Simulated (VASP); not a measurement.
Crystal: Mn.

```
Mn
1.0
     2.86429    0.00000    0.00000
     0.00000    2.86429    0.00000
     0.00000    0.00000    2.86429
Mn
2
Direct
  0.00000 0.00000 0.00000
  0.50000 0.50000 0.50000
```

This isn't the form of Mn at room conditions, which is a 58-atom cubic cell.

```yaml
Program: VASP 6.6.1
Task: relaxation of cell and atoms
Functional: BLYP
Potentials_or_basis: VASP PAW PBE potentials, release 64 (Mn_pv)
Cutoff: 600 eV
k_mesh: 11 × 11 × 11
Occupations: fermi-dirac, width 0.05 eV
Spin: collinear spin, antiferromagnetic start
Starting_moments: "[3.0, -3.0] μB"
```

At the start: pressure 4.0 GPa; volume 11.75 Å³/atom.

Q: How do energy, volume and symmetry change on relaxing?

A: Over 5 steps the energy falls by 15.5 meV/atom and the volume is 12.87 Å³/atom (+9.6 %); space group Im-3m (No. 229, to 0.1 Å) before and after; moment 0.00 μB per cell.

Step by step:
| step | energy change (eV) | largest force (eV/Å) | pressure (GPa) | volume (Å³) |
| --- | --- | --- | --- | --- |
| 1 | 0.0000 | 0.0000 | 3.99 | 23.50 |
| 2 | -0.0215 | 0.0000 | 2.34 | 24.51 |
| 3 | -0.0287 | 0.0000 | 1.16 | 25.14 |
| 4 | -0.0284 | 0.0000 | -1.24 | 26.44 |
| 5 | -0.0310 | 0.0000 | 0.01 | 25.75 |

Final structure:
```
Mn
1.0
     2.95295    0.00000    0.00000
     0.00000    2.95295    0.00000
     0.00000    0.00000    2.95295
Mn
2
Direct
  0.00000 0.00000 0.00000
  0.50000 0.50000 0.50000
```

Caveat: the antiferromagnetic order is the one typed at the start, and another may lie lower; the PAW data sets were made with another functional, which shifts forces and pressure a little.
